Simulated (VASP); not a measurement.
A run of VASP 6.6.1:

Contents of INCAR:

```
SYSTEM = Au
  PREC = Accurate
  ENCUT = 520
  EDIFF = 1E-7
  ISMEAR = -1
  SIGMA = 0.05
  LREAL = .False.
  LASPH = .True.
  NELM = 100
  ALGO = Normal
  ISIF = 2
  LWAVE = .False.
  LCHARG = .False.
  NBANDS = 12
```

Contents of KPOINTS:

```
Automatic mesh
0
Gamma
  16 16 16
  0 0 0
```

Contents of POSCAR:

```
Au
1.0
    0.0000000000      2.0333125572      2.0333125572
    2.0333125572      0.0000000000      2.0333125572
    2.0333125572      2.0333125572      0.0000000000
Au
1
Direct
    0.0000000000      0.0000000000      0.0000000000
```

Potentials or basis: VASP PAW LDA potentials, release 64 (Au).

Run with:

```bash
$ cat potpaw_LDA.64/Au/POTCAR > POTCAR
$ mpirun -np 1 vasp_std > vasp.out
```

Hardware: 1 thread of Intel(R) Xeon(R) 6975P-C (Granite Rapids), with other jobs on the host.

Problem. Estimate the wall time of this run.

Solution. Wall time 8.7 s on 1 thread of Intel(R) Xeon(R) 6975P-C (Granite Rapids), on a shared host, peak memory 0.14 GiB. Counts: scf iterations 11, k points 145.
